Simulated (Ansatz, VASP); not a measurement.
AlNi in VASP and in Ansatz

```xyz
2
Lattice="1.9387 -1.9532 0.0000 1.9387 1.9532 0.0000 0.0000 0.0000 3.0994" Properties=species:S:1:pos:R:3 pbc="T T T"
Ni    1.9500    0.0212    1.5539
Al   -0.0405   -0.0285   -0.0183
```

Change from the starting cell: atoms moved at random, drawn with an rms of 0.05 Å.

Alike in both runs: task single point; functional PBE; k mesh 10 × 10 × 9; occupations fermi-dirac, width 0.05 eV; collinear spin.

|  | VASP | Ansatz |
| --- | --- | --- |
| version | VASP 6.6.1 | Ansatz 0.2.0 |
| potentials or method | VASP PAW PBE potentials, release 64 (Ni, Al) | Ansatz PAW |
| plane-wave cutoff (eV) | 520 | 420 |
| valence electrons in the cell | 13 | 21 |

Ansatz gave:

```
gap on the k mesh at the Fermi level (eV)                     : none
pressure (GPa)                                                : 6.3
traceless stress, the component that is largest in VASP (GPa) : -4.51
rms of the force components (eV/Å)                            : 0.263
net moment per atom (μB)                                      : 0.00
```

Problem. Estimate VASP's values.

Solution. gap on the k mesh at the Fermi level (eV): none; pressure (GPa): 6.6; traceless stress, the component that is largest in VASP (GPa): -4.64; rms of the force components (eV/Å): 0.264; net moment per atom (μB): 0.00.

Atom by atom the forces differ by 0.001 eV/Å (rms over components). A gap of «none» marks a metal or a gap that the smearing closes. VASP's potentials hold 13 valence electrons a cell and Ansatz's 21, so a difference there can come from the potentials and not from the codes.
